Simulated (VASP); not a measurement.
CdF2: single point with revPBE

CdF2:

```xyz
3
Lattice="0.0000 2.6940 2.6940 2.6940 0.0000 2.6940 2.6940 2.6940 0.0000" Properties=species:S:1:pos:R:3 pbc="T T T"
Cd    0.0000    0.0000    0.0000
F     4.0410    4.0410    4.0410
F     1.3470    1.3470    1.3470
```

```yaml
Program: VASP 6.6.1
Task: single point
Functional: revPBE
Potentials_or_basis: VASP PAW PBE potentials, release 64 (Cd_sv_GW, F)
Cutoff: 600 eV
k_mesh: 9 × 9 × 9
Occupations: fermi-dirac, width 0.05 eV
Spin: no spin polarisation
Dipole_correction: no
Second_run: valence_matched
Further_INCAR_settings: ALGO = Normal; EDIFF = 1e-06; NBANDS = 24
```

| Quantity | Value |
| --- | --- |
| Pressure | 8.2 GPa |
| Band gap on the k mesh | 3.28 eV, indirect (least direct gap 3.76 eV) |

Levels at points of the mesh, in eV from the valence-band top:
| k point | band 14 | band 15 | band 16 | band 17 | band 18 | band 19 | band 20 | band 21 |
| --- | --- | --- | --- | --- | --- | --- | --- | --- |
| (0.00, 0.00, 0.00) | -0.93 | -0.48 | -0.48 | -0.48 | 3.28 | 12.91 | 12.91 | 12.91 |

It took 27 s on 1 thread of AMD EPYC 9R14 (Zen 4), on a shared host, peak memory 0.17 GiB.

Caveat: the PAW data sets were made with another functional, which shifts forces and pressure a little. Expect the measured gap to be larger: semilocal functionals such as revPBE lack the derivative discontinuity.
